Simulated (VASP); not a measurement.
Here is a VASP 6.6.1 calculation.

File INCAR:

```
SYSTEM = TiO2
ALGO = Normal
EDIFF = 1E-7
ENCUT = 520
GGA = PE
ISIF = 2
ISMEAR = 0
LASPH = .TRUE.
LCHARG = .FALSE.
LDAU = .TRUE.
LDAUJ = 0 0
LDAUL = 2 -1
LDAUPRINT = 1
LDAUTYPE = 2
LDAUU = 4 0
LMAXMIX = 4
LREAL = .FALSE.
LWAVE = .FALSE.
NBANDS = 33
NELM = 150
PREC = Accurate
SIGMA = 0.02
```

KPOINTS

```
k-points
0
G
  6 6 10
  0 0 0
```

File POSCAR:

```
TiO2
1.0
    4.7099552601      0.0000000000      0.0000000000
    0.0000000000      4.7099552601      0.0000000000
    0.0000000000      0.0000000000      2.9790576847
Ti O
2 4
Direct
    0.5000000000      0.5000000000      0.0000000000
    0.0000000000      0.0000000000      0.5000000000
    0.6943530395      0.6943530395      0.5000000000
    0.8056469605      0.1943530395      0.0000000000
    0.1943530395      0.8056469605      0.0000000000
    0.3056469605      0.3056469605      0.5000000000
```

Potentials or basis: VASP PAW PBE potentials, release 64 (Ti_sv, O).

Run with:

```console
$ cat potpaw_PBE.64/Ti_sv/POTCAR potpaw_PBE.64/O/POTCAR > POTCAR
$ mpirun -np 1 vasp_std > vasp.out
```

Predict the largest force.

0.070 eV/Å.

What does it give for the pressure?

0.3 GPa.

Estimate the band gap on the k mesh.

2.27 eV (least direct gap 2.28 eV).

Forces on the atoms (eV/Å):
```
Ti   0.000  0.000  0.000
Ti   0.000  0.000  0.000
O    0.049  0.049  0.000
O   -0.049  0.049  0.000
O    0.049 -0.049  0.000
O   -0.049 -0.049  0.000
```

Caveat: the cell differs from its parent crystal (biaxial strain in the a-b plane: +1.5 %); the stress differs along the axes, from -2 to 4 GPa. A k mesh can miss the band edges.
